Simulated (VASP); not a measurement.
# ReS2: single point with LDA

The system is ReS2, a sheet with vacuum.

```xyz
24
Lattice="6.2948 -0.0069 0.0000 3.0851 5.6056 0.0000 0.0000 0.0000 23.0000" Properties=species:S:1:pos:R:3 pbc="T T T"
Re    0.5937    1.7490    8.4471
Re    2.5214    3.8474    8.5505
Re    4.1188    1.5933    8.4842
Re    5.2902    3.9969    8.5133
Re    2.2506    0.6259   14.4495
Re    4.1784    2.7243   14.5529
Re    5.7767    0.4695   14.4867
Re    6.9481    2.8732   14.5158
S     7.1077    5.0587    7.3260
S     3.8145    5.2398    7.1593
S     2.3852    5.9615    9.8353
S     0.7243    3.3967   10.0565
S     5.3869    6.1364    9.6728
S     5.4375    2.4680    6.7656
S     3.9708    3.1228   10.2329
S     2.3917    2.2054    6.9423
S     8.7651    3.9357   13.3272
S     5.4720    4.1174   13.1647
S     4.0427    4.8391   15.8407
S     2.3804    2.2680   16.0577
S     7.0443    5.0133   15.6740
S     7.0961    1.3437   12.7671
S     5.6294    1.9984   16.2344
S     4.0477    1.0766   12.9435
```

```json
{"Program": "VASP 6.6.1", "Task": "single point", "Functional": "LDA", "Potentials or basis": "VASP PAW LDA potentials, release 64 (Re, S)", "Cutoff": "520 eV", "k mesh": "4 × 4 × 1", "Occupations": "gaussian, width 0.01 eV", "Spin": "no spin polarisation", "Dipole correction": "no", "Further INCAR settings": "LREAL = Auto; ALGO = Normal; EDIFF = 1e-06; NBANDS = 94"}
```

```
Largest force          : 0.167 eV/Å
Band gap on the k mesh : 1.33 eV
```

Forces on the atoms (eV/Å):
```
Re   0.022 -0.022 -0.016
Re  -0.020  0.022  0.015
Re  -0.014 -0.043 -0.012
Re   0.013  0.043  0.010
Re   0.020 -0.022 -0.015
Re  -0.022  0.022  0.016
Re  -0.013 -0.043 -0.010
Re   0.014  0.043  0.012
S    0.005  0.009 -0.071
S   -0.005  0.046 -0.090
S    0.004 -0.046  0.091
S    0.002  0.033  0.130
S   -0.006 -0.010  0.069
S    0.002  0.001 -0.167
S   -0.003 -0.001  0.166
S   -0.002 -0.035 -0.131
S    0.006  0.010 -0.069
S   -0.004  0.046 -0.091
S    0.005 -0.046  0.090
S    0.002  0.035  0.131
S   -0.005 -0.009  0.071
S    0.003  0.001 -0.166
S   -0.002 -0.001  0.167
S   -0.002 -0.033 -0.130
```

Levels at points of the mesh, in eV from the valence-band top:
```
           k point  band 74  band 75  band 76  band 77  band 78  band 79
(0.00, 0.00, 0.00)    -0.27    -0.20     0.00     1.33     1.43     1.98
(0.50, 0.00, 0.00)    -0.52    -0.45    -0.39     1.57     1.70     1.84
(0.00, 0.50, 0.00)    -0.37    -0.22    -0.20     1.54     1.69     1.83
(0.50, 0.50, 0.00)    -0.51    -0.45    -0.45     1.58     1.65     1.74
```

Run time: 55 min on 1 thread of Intel(R) Xeon(R) Platinum 8375C CPU @ 2.90GHz (Ice Lake), with other jobs on the host, peak memory 0.83 GiB.

Caveat: spin-orbit coupling is left out, which moves the levels of the heavy elements.
